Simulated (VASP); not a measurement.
Write the native input for VASP 6.6.1 that does the following.

```yaml
Task: single point
Functional: r2SCAN
Potentials_or_basis: VASP PAW PBE potentials, release 64 (Ti_sv, O)
Cutoff: 520 eV
k_mesh: 6 × 6 × 6
Occupations: gaussian, width 0.05 eV
Spin: no spin polarisation
Hubbard_terms: Ti d U = 4.0 eV
Dipole_correction: no
Further_INCAR_settings: ALGO = Normal; EDIFF = 1e-07; NBANDS = 33
```

The system is TiO2.

```
CELL_PARAMETERS angstrom
2.61764 -2.61765 -0.02117
2.61764 2.61765 -0.02117
-2.58234 0.00000 5.09261
ATOMIC_POSITIONS crystal
Ti 0.12499 0.87501 0.25000
Ti 0.87501 0.12499 0.75000
O 0.33113 0.08113 0.66227
O 0.66887 0.91887 0.33773
O 0.91887 0.66887 0.83773
O 0.08113 0.33113 0.16227
```

This cell differs from its parent crystal: strain -0.025 along x and y, +0.050 along z.

The input as run:

POSCAR

```
TiO2
1.0
    2.6176395901     -2.6176454814     -0.0211663774
    2.6176395901      2.6176454814     -0.0211663774
   -2.5823439311      0.0000000000      5.0926069493
Ti O
2 4
Direct
    0.1249948851      0.8750051149      0.2500000000
    0.8750051149      0.1249948851      0.7500000000
    0.3311340192      0.0811285959      0.6622697772
    0.6688659808      0.9188714041      0.3377302228
    0.9188714041      0.6688659808      0.8377302228
    0.0811285959      0.3311340192      0.1622697772
```

INCAR.step1

```
SYSTEM = TiO2
PREC     = Accurate       ! precision mode
ENCUT    = 520            ! plane-wave cutoff, eV
ISMEAR   = 0              ! smearing method
SIGMA    = 0.05           ! smearing width, eV
LREAL    = .FALSE.        ! projectors in reciprocal space
LASPH    = .TRUE.         ! aspherical terms in the spheres
NELM     = 150            ! most SCF steps
LMAXMIX  = 4              ! l up to which the mixer works
LDAU     = .TRUE.         ! DFT+U
LDAUTYPE = 2            
LDAUL    = 2 -1           ! shell
LDAUU    = 4 0            ! U, eV
LDAUJ    = 0 0          
NBANDS   = 33             ! bands
GGA      = PE             ! functional
ALGO     = Normal         ! electronic algorithm
EDIFF    = 1E-4           ! SCF threshold, eV
LWAVE    = .TRUE.         ! write WAVECAR
LCHARG   = .FALSE.        ! write CHGCAR
```

INCAR.step2

```
SYSTEM = TiO2
PREC     = Accurate       ! precision mode
ENCUT    = 520            ! plane-wave cutoff, eV
EDIFF    = 1E-7           ! SCF threshold, eV
ISMEAR   = 0              ! smearing method
SIGMA    = 0.05           ! smearing width, eV
LREAL    = .FALSE.        ! projectors in reciprocal space
LASPH    = .TRUE.         ! aspherical terms in the spheres
NELM     = 150            ! most SCF steps
ALGO     = Normal         ! electronic algorithm
ISIF     = 2              ! what is computed and relaxed
LWAVE    = .FALSE.        ! write WAVECAR
LCHARG   = .FALSE.        ! write CHGCAR
LMAXMIX  = 4              ! l up to which the mixer works
LDAU     = .TRUE.         ! DFT+U
LDAUTYPE = 2            
LDAUL    = 2 -1           ! shell
LDAUU    = 4 0            ! U, eV
LDAUJ    = 0 0          
LDAUPRINT= 1            
METAGGA  = R2SCAN         ! meta-GGA
LMIXTAU  = .TRUE.       
NBANDS   = 33             ! bands
ISTART   = 1
```

KPOINTS

```
regular mesh
0
G
  6 6 6
  0 0 0
```

Potentials or basis: VASP PAW PBE potentials, release 64 (Ti_sv, O).

Launch:

```console
$ cat potpaw_PBE.64/Ti_sv/POTCAR potpaw_PBE.64/O/POTCAR > POTCAR
$ cp INCAR.step1 INCAR
$ mpirun -np 1 vasp_std > vasp.out
$ cp INCAR.step2 INCAR
$ mpirun -np 1 vasp_std > vasp.out
```

It gave:

* Pressure: 6.7 GPa
* Largest force: 0.693 eV/Å
* Band gap on the k mesh: 3.32 eV (least direct gap 3.66 eV)

Caveat: the cell differs from its parent crystal (strain -0.025 along x and y, +0.050 along z); the stress differs along the axes, from -7 to 13 GPa; the PAW data sets were made with another functional, which shifts forces and pressure a little.

Run time: 18 min on 1 thread of Oxide Virtual Turin-like Processor, on a shared host, peak memory 0.23 GiB.
